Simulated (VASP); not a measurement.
Wanted: the native input for a VASP 6.6.1 run.

```yaml
Task: electric field gradients
Functional: PBEsol
Potentials_or_basis: VASP PAW PBE potentials, release 64 (Ta_sv_GW, N)
Cutoff: 520 eV
k_mesh: 9 × 9 × 9
Occupations: fermi-dirac, width 0.02 eV
Spin: no spin polarisation
Dipole_correction: no
Further_INCAR_settings: ALGO = Normal; EDIFF = 1e-08; NBANDS = 16
```

The structure of TaN lies in POSCAR:

```
TaN
1.0
    0.0000000000      2.1717123202      2.1717123202
    2.1717123202      0.0000000000      2.1717123202
    2.1717123202      2.1717123202      0.0000000000
Ta N
1 1
Direct
    0.5000000000      0.5000000000      0.5000000000
    0.0000000000      0.0000000000      0.0000000000
```

The input as run:

INCAR

```
SYSTEM = TaN
PREC = Accurate
ENCUT = 520
EDIFF = 1E-8
ISMEAR = -1
SIGMA = 0.02
LREAL = .FALSE.
LASPH = .TRUE.
NELM = 120
ALGO = Normal
ISIF = 2
LWAVE = .FALSE.
LCHARG = .FALSE.
GGA = PS
LEFG = .TRUE.
NBANDS = 16
GGA_COMPAT = .FALSE.
```

KPOINTS

```
regular mesh
0
G
  9 9 9
  0 0 0
```

Potentials or basis: VASP PAW PBE potentials, release 64 (Ta_sv_GW, N).

Command:

```console
$ cat potpaw_PBE.64/Ta_sv_GW/POTCAR potpaw_PBE.64/N/POTCAR > POTCAR
$ mpirun -np 1 vasp_std > vasp.out
```

Results of the run:

- Pressure: 8.1 GPa
- Band gap on the k mesh: zero (bands 9 and 10 overlap by 3.87 eV)
- Largest electric field gradient by atom: under 0.05 V/Å² on every atom

Caveat: the cell stands under pressure; the PAW data sets were made with another functional, which shifts forces and pressure a little; spin-orbit coupling is left out, which moves the levels of the heavy elements.

It took 25 s on 1 thread of Intel(R) Xeon(R) Platinum 8259CL CPU @ 2.50GHz (Skylake/Cascade Lake) (shared host), peak memory 0.15 GiB.
